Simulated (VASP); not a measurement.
A run of VASP 6.6.1:

The input INCAR:

```
  ALGO = Normal
  EDIFF = 1E-6
  ENCUT = 500
  GGA = PE
  GGA_COMPAT = F
  ISIF = 2
  ISMEAR = -1
  LASPH = T
  LCHARG = F
  LREAL = F
  LWAVE = F
  NBANDS = 21
  NELM = 120
  PREC = Accurate
  SIGMA = 0.1
```

File KPOINTS:

```
k-points
0
Gamma
  5 5 5
```

POSCAR

```
Sn
1.0
    4.4259280000      0.0000000000      0.0000000000
   -3.2780565630      2.9737491204      0.0000000000
   -0.5739358731     -1.4868749607      4.1289997731
Sn
2
Direct
    0.0000000000      0.0000000000      0.0000000000
    0.7500000000      0.2500000000      0.5000000000
```

Potentials or basis: VASP PAW PBE potentials, release 64 (Sn_d).

Command:

```console
$ cat potpaw_PBE.64/Sn_d/POTCAR > POTCAR
$ mpirun -np 1 vasp_std > vasp.out
```

Hardware: 1 thread of AMD EPYC 7R43 64-Core Processor (Zen 3), with other jobs on the host.

Estimate the wall time of this run.

Run time: 22 s on 1 thread of AMD EPYC 7R43 64-Core Processor (Zen 3) (shared host), peak memory 0.14 GiB. Counts: scf iterations 10, k points 18.
